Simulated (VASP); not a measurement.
# Sn (I4_1/amd) in VASP: notebook, part 2 of 2

VASP 6.6.1.

## (3) Single point, PBE+D4

This run uses another cell than the first one, of 29.35 Å³/atom.

File INCAR:

```
PREC = Accurate
ENCUT = 520
EDIFF = 1E-6
ISMEAR = -1
SIGMA = 0.1
LREAL = F
LASPH = T
NELM = 60
ALGO = Normal
ISIF = 2
LWAVE = F
LCHARG = T
GGA = PE
IVDW = 13
LELF = T
LVHAR = T
NBANDS = 21
```

File KPOINTS:

```
Automatic mesh
0
Gamma
  10 10 10
```

File POSCAR:

```
Sn
1.0
   -2.9955085038      2.9955085038      1.6352157983
    2.9955085038     -2.9955085038      1.6352157983
    2.9955085038      2.9955085038     -1.6352157983
Sn
2
Direct
    0.0000000000      0.0000000000      0.0000000000
    0.7500000000      0.2500000000      0.5000000000
```

Potentials or basis: VASP PAW PBE potentials, release 64 (Sn_d).

Run with:

```bash
cat potpaw_PBE.64/Sn_d/POTCAR > POTCAR
mpirun -np 1 vasp_std > vasp.out
```

OUTCAR:

```text
PREC = Accurate
   ENCUT = 520
   EDIFF = 1E-6
   ISMEAR = -1
   LREAL = F
   LASPH = T
   NELM = 60
   ISIF = 2
   GGA = PE
   IVDW = 13

 ion  position               nearest neighbor table
   1  0.000  0.000  0.000-   2 3.11   2 3.11   2 3.11   2 3.11
   2  0.750  0.250  0.500-   1 3.11   1 3.11   1 3.11   1 3.11

  LATTYP: Found a body centered tetragonal cell.
 ALAT       =     5.9910170076
 C/A-ratio  =     0.5458892192

  Lattice vectors:

 A1 = (  -2.9955085038,   2.9955085038,   1.6352157983)
 A2 = (   2.9955085038,  -2.9955085038,   1.6352157983)
 A3 = (   2.9955085038,   2.9955085038,  -1.6352157983)

Analysis of symmetry for initial positions (statically):
=====================================================================
 Subroutine PRICEL returns:
 Original cell was already a primitive cell.

 Routine SETGRP: Setting up the symmetry group for a
 body centered tetragonal supercell.

 Subroutine GETGRP returns: Found 16 space group operations
 (whereof  8 operations were pure point group operations)
 out of a pool of 16 trial point group operations.

The static configuration has the point symmetry D_2d.
 The point group associated with its full space group is D_4h.

Analysis of symmetry for dynamics (positions and initial velocities):
=====================================================================
 Subroutine PRICEL returns:
 Original cell was already a primitive cell.

 Routine SETGRP: Setting up the symmetry group for a
 body centered tetragonal supercell.

 Subroutine GETGRP returns: Found 16 space group operations
 (whereof  8 operations were pure point group operations)
 out of a pool of 16 trial point group operations.

The dynamic configuration has the point symmetry D_2d.
 The point group associated with its full space group is D_4h.

 Subroutine INISYM returns: Found 16 space group operations
 (whereof  8 operations are pure point group operations),
 and found     1 'primitive' translations

----------------------------------------------------------------------------------------

                                     Primitive cell

  volume of cell :      58.6916

  direct lattice vectors                    reciprocal lattice vectors
    -2.995508504  2.995508504  1.635215798     0.000000000  0.166916568  0.305770040
     2.995508504 -2.995508504  1.635215798     0.166916568  0.000000000  0.305770040
     2.995508504  2.995508504 -1.635215798     0.166916568  0.166916568  0.000000000

  length of vectors
     4.540933065  4.540933065  4.540933065     0.348362538  0.348362538  0.236055675

  position of ions in fractional coordinates (direct lattice)
     0.000000000  0.000000000  0.000000000
     0.750000000  0.250000000  0.500000000

  ion indices of the primitive-cell ions
   primitive index   ion index
                 1           1
                 2           2

----------------------------------------------------------------------------------------

 KPOINTS: Automatic mesh

Automatic generation of k-mesh.
 Grid dimensions read from file:
 generate k-points for:   10   10   10

 Generating k-lattice:

  Cartesian coordinates                     Fractional coordinates (reciprocal lattice)
     0.000000000  0.016691657  0.030577004     0.100000000  0.000000000  0.000000000
     0.016691657  0.000000000  0.030577004     0.000000000  0.100000000  0.000000000
     0.016691657  0.016691657  0.000000000     0.000000000  0.000000000  0.100000000

  Length of vectors
     0.034836254  0.034836254  0.023605567

  Shift w.r.t. Gamma in fractional coordinates (k-lattice)
     0.000000000  0.000000000  0.000000000

 Subroutine IBZKPT returns following result:
 ===========================================

 Found    102 irreducible k-points:

 Following reciprocal coordinates:
            Coordinates               Weight
  0.000000  0.000000  0.000000      1.000000
  0.100000 -0.000000  0.000000      8.000000
  0.200000 -0.000000  0.000000      8.000000
  0.300000  0.000000  0.000000      8.000000
  0.400000  0.000000 -0.000000      8.000000
  0.500000 -0.000000  0.000000      4.000000
[... 16 lines left out ...]
  0.300000  0.300000  0.000000      8.000000
  0.400000  0.300000  0.000000     16.000000
 [... further k-points ...]
   k-points           NKPTS =    102   k-points in BZ     NKDIM =    102   number of bands    NBANDS=     21
   number of dos      NEDOS =    301   number of ions     NIONS =      2
   total plane-waves  NPLWV =  46656
   dimension x,y,z NGX =    36 NGY =   36 NGZ =   36
   dimension x,y,z NGXF=    72 NGYF=   72 NGZF=   72
   ions per type =               2
   NGX,Y,Z   is equivalent  to a cutoff of  13.18, 13.18, 13.18 a.u.
   NGXF,Y,Z  is equivalent  to a cutoff of  26.36, 26.36, 26.36 a.u.
 SYSTEM =  unknown system
   PREC   = accura    normal or accurate (medium, high low for compatibility)
   ISTART =      0    job   : 0-new  1-cont  2-samecut
   ICHARG =      2    charge: 1-file 2-atom 10-const
   ISPIN  =      1    spin polarized calculation?
   LNONCOLLINEAR =      F non collinear calculations
   LSORBIT =      F    spin-orbit coupling
   LASPH  =      T    aspherical Exc in radial PAW
   ENCUT  =  520.0 eV  38.22 Ry    6.18 a.u.   8.44  8.44  8.44*2*pi/ulx,y,z
   NELM   =     60;   NELMIN=  2; NELMDL= -5     # of ELM steps
   EDIFF  = 0.1E-05   stopping-criterion for ELM
   LREAL  =      F    real-space projection
   EDIFFG = 0.1E-04   stopping-criterion for IOM
   NSW    =      0    number of steps for IOM
   IBRION =     -1    ionic relax: 0-MD 1-quasi-New 2-CG
   NFREE  =      0    steps in history (QN), initial steepest desc. (CG)
   ISIF   =      2    stress and relaxation
   ISYM   =      2    0-nonsym 1-usesym 2-fastsym
   POTIM  = 0.5000    time-step for ionic-motion
   TEBEG  =    0.0;   TEEND  =   0.0 temperature during run
   PSTRESS=    0.0 pullay stress
   NELECT =      28.0000    total number of electrons
   NUPDOWN=      -1.0000    fix difference up-down
   EMIN   =  10.00;   EMAX   =-10.00  energy-range for DOS
   EFERMI =   0.00;   METHOD = LEGACY
   ISMEAR =    -1;   SIGMA  =   0.10  broadening in eV -4-tet -1-fermi 0-gaus
   EFERMI_NEDOS =   21; number of points for ismear=-14 and -15
   IALGO  =     38    algorithm
   IMIX   =      4    mixing-type and parameters
     AMIX     =   0.40;   BMIX     =  1.00
     AMIX_MAG =   1.60;   BMIX_MAG =  1.00
  volume/ion in A,a.u.               =      29.35       198.04
  Fermi-wavevector in a.u.,A,eV,Ry     =   1.279191  2.417321 22.263621  1.636330
  Thomas-Fermi vector in A             =   2.411691
   LORBIT       =      0    0 simple, 1 ext, 2 COOP (PROOUT), +10 PAW based schemes
   GGA     = PE    functional components
   LHFCALC =     F    Hartree Fock is set to
   AEXX    =    0.0000 exact exchange contribution
   IVDW    =    13    specifies the selected vdW correction
   LEPSILON=     F    determine dielectric tensor
   LRPA    =     F    only Hartree local field effects (RPA)
 non-spin polarized calculation
  energy-cutoff  :      520.00
  volume of cell :       58.69
 maximum number of plane-waves:      1610
 NGX is ok and might be reduce to    36
   NGX = 17   NGY = 17   NGZ = 17

 number of electron      28.0000003 magnetization

 Free energy of the ion-electron system (eV)
  ---------------------------------------------------
  ext. energy  EPLUGINS =         0.00000000
  ---------------------------------------------------
  free energy    TOTEN  =        -7.61848660 eV

  energy without entropy =       -7.58428316  energy(sigma->0) =       -7.60138488

 E-fermi :   7.0692     XC(G=0):  -9.9413

 val. band max:        7.0458981774   @ k =   0.2000   0.1000   0.0000
 cond. band min:       7.0781346517   @ k =  -0.3000   0.3000   0.2000
 fundamental gap:      0.0322364743
 Fermi energy:         7.0691769948

 k-point     1 :       0.0000    0.0000    0.0000
  band No.  band energies     occupation
      1     -14.5112      2.00000
      2     -14.4477      2.00000
      3     -14.4072      2.00000
      4     -14.4013      2.00000
      5     -14.2878      2.00000
      6     -14.2878      2.00000
[... 13 lines left out ...]
     20      16.5501      0.00000
     21      17.1896      0.00000
[... 529 lines left out ...]
 k-point    24 :       0.4000    0.3000    0.0000
  band No.  band energies     occupation
      1     -14.4339      2.00000
      2     -14.3973      2.00000
      3     -14.3762      2.00000
      4     -14.3548      2.00000
      5     -14.3195      2.00000
      6     -14.2767      2.00000
[... 13 lines left out ...]
     20      15.8660      0.00000
     21      16.6188      0.00000

 [... further k-points ...]

------------------------ aborting loop because EDIFF is reached ----------------------------------------

  DFT-D4 for vdW energy calculation

  Edisp (eV):   -0.79362

  FORCE on cell =-STRESS in cart. coord.  units (eV):
  Direction    XX          YY          ZZ          XY          YZ          ZX
  --------------------------------------------------------------------------------------
  -------------------------------------------------------------------------------------
  Total      -1.16809    -1.16809    -1.44339     0.00000     0.00000     0.00000
  in kB     -31.88679   -31.88679   -39.40199     0.00000     0.00000     0.00000
  external pressure =      -34.39 kB  Pullay stress =        0.00 kB

 VOLUME and BASIS-vectors are now :
 -----------------------------------------------------------------------------
  energy-cutoff  :      520.00
  volume of cell :       58.69
      direct lattice vectors                 reciprocal lattice vectors
    -2.995508504  2.995508504  1.635215798     0.000000000  0.166916568  0.305770040
     2.995508504 -2.995508504  1.635215798     0.166916568  0.000000000  0.305770040
     2.995508504  2.995508504 -1.635215798     0.166916568  0.166916568  0.000000000

 POSITION                                       TOTAL-FORCE (eV/Angst)
 -----------------------------------------------------------------------------------
      0.00000      0.00000      0.00000         0.000000     -0.000000     -0.000000
      0.00000      2.99551      0.81761        -0.000000      0.000000      0.000000
 -----------------------------------------------------------------------------------
    total drift:                               -0.000000      0.000000     -0.000000

  FREE ENERGIE OF THE ION-ELECTRON SYSTEM (eV)
  ---------------------------------------------------
  free  energy   TOTEN  =        -8.4121065477 eV

  energy  without entropy=       -8.3779031168  energy(sigma->0) =       -8.39500483
```

stdout:

```text
POSCAR found type information on POSCAR Sn
 POSCAR found :  1 types and       2 ions
 scaLAPACK will be used
 LDA part: xc-table for (Slater+PW92), standard interpolation
 POSCAR, INCAR and KPOINTS ok, starting setup
 FFT: planning ... GRIDC
 FFT: planning ... GRID_SOFT
 FFT: planning ... GRID
 WAVECAR not read
 entering main loop
```

Wall time 2.6 min (1 thread of Intel Xeon 8259CL, shared host); peak memory 0.26 GiB.

Results:

| Item | Value |
| --- | --- |
| Free energy | -8.4121 eV |
| Pressure | -3.4 GPa |
| Band gap on the k mesh | zero (bands 14 and 15 overlap by 3.55 eV) |
| Dispersion energy per atom | -0.397 eV |

Stress tensor (GPa, compression positive):
```
-3.19  0.00  0.00
 0.00 -3.19  0.00
 0.00  0.00 -3.94
```

Caveat: the cell stands under tension; spin-orbit coupling is left out, which moves the levels of the heavy elements.
